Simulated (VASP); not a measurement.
Here is a VASP 6.6.1 calculation.

Contents of INCAR:

```
PREC     = Accurate       # precision mode
ENCUT    = 520            # plane-wave cutoff, eV
EDIFF    = 1E-7           # SCF threshold, eV
ISMEAR   = -1             # smearing method
SIGMA    = 0.05           # smearing width, eV
LREAL    = F              # projectors in reciprocal space
LASPH    = T              # aspherical terms in the spheres
NELM     = 60             # most SCF steps
ALGO     = Normal         # electronic algorithm
ISIF     = 2              # what is computed and relaxed
LWAVE    = F              # write WAVECAR
LCHARG   = F              # write CHGCAR
GGA      = CA             # functional
NBANDS   = 10             # bands
```

KPOINTS

```
regular mesh
0
Gamma
  13 13 13
```

Contents of POSCAR:

```
Na
1.0
    0.0000000000      2.0941978919      2.0941978919
    2.0941978919      0.0000000000      2.0941978919
    2.0941978919      2.0941978919      0.0000000000
Na
1
Direct
    0.0000000000      0.0000000000      0.0000000000
```

Potentials or basis: VASP PAW LDA potentials, release 64 (Na_pv).

Command:

```console
$ cat potpaw_LDA.64/Na_pv/POTCAR > POTCAR
$ mpirun -np 1 vasp_std > vasp.out
```

**Question.** Predict the pressure.

**Answer.** 16.9 GPa.
